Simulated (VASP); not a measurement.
Here is a VASP 6.6.1 calculation.

The input INCAR:

```
SYSTEM = Hg
PREC = Accurate ; ENCUT = 520
EDIFF = 1E-6 ; ISMEAR = 0
SIGMA = 0.15 ; LREAL = .FALSE.
LASPH = .TRUE. ; NELM = 100
ALGO = Fast ; ISIF = 2
LWAVE = .FALSE. ; LCHARG = .FALSE.
GGA = PS ; IVDW = 12
NBANDS = 19
```

File KPOINTS:

```
regular mesh
0
G
  18 18 10
  0 0 0
```

The input POSCAR:

```
Hg
1.0
    3.0706796761      0.0000000000      0.0000000000
   -1.5353398380      2.6592866064      0.0000000000
    0.0000000000      0.0000000000      5.2269109446
Hg
2
Direct
    0.6666666667      0.3333333333      0.7500000000
    0.3333333333      0.6666666667      0.2500000000
```

Potentials or basis: VASP PAW PBE potentials, release 64 (Hg).

Command:

```sh
$ cat potpaw_PBE.64/Hg/POTCAR > POTCAR
$ mpirun -np 1 vasp_std > vasp.out
```

Q: Predict the band gap on the k mesh.

A: Zero (bands 12 and 13 overlap by 2.24 eV).

Q: What does it give for the dispersion energy per atom?

A: -0.469 eV.

Q: What does it give for the pressure?

A: 1.7 GPa.

Caveat: the PAW data sets were made with another functional, which shifts forces and pressure a little; spin-orbit coupling is left out, which moves the levels of the heavy elements.
